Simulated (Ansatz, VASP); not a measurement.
## One calculation of SnTe3, two programs

```
CELL_PARAMETERS angstrom
0.00000 3.86122 3.86122
3.86122 0.00000 3.86122
3.86122 3.86122 0.00000
ATOMIC_POSITIONS crystal
Sn 0.00000 0.00000 0.00000
Te 0.25000 0.25000 0.25000
Te 0.75000 0.75000 0.75000
Te 0.50000 0.50000 0.50000
```

Alike in both runs: task single point; functional PBE; k mesh 10 × 10 × 10; occupations methfessel-paxton of order 1, width 0.1 eV; no spin polarisation.

|  | VASP | Ansatz |
| --- | --- | --- |
| version | VASP 6.6.1 | Ansatz 0.2.0 |
| potentials or method | VASP PAW PBE potentials, release 64 (Sn_d, Te), cutoff 520 eV | scalar-relativistic, plane waves, PAW |
| valence electrons in the cell | 32 | 62 |

```csv
,VASP,Ansatz,Ansatz less VASP
gap on the k mesh at the Fermi level (eV),none,none,-
pressure (GPa),-0.1,0.0,+0.06
```

A gap of «none» marks a metal or a gap that the smearing closes. With one functional, cell and mesh, what is left measures potentials, basis and numerics. VASP's potentials hold 32 valence electrons a cell and Ansatz's 62, so a difference there can come from the potentials and not from the codes.

Spin-orbit coupling is off throughout.
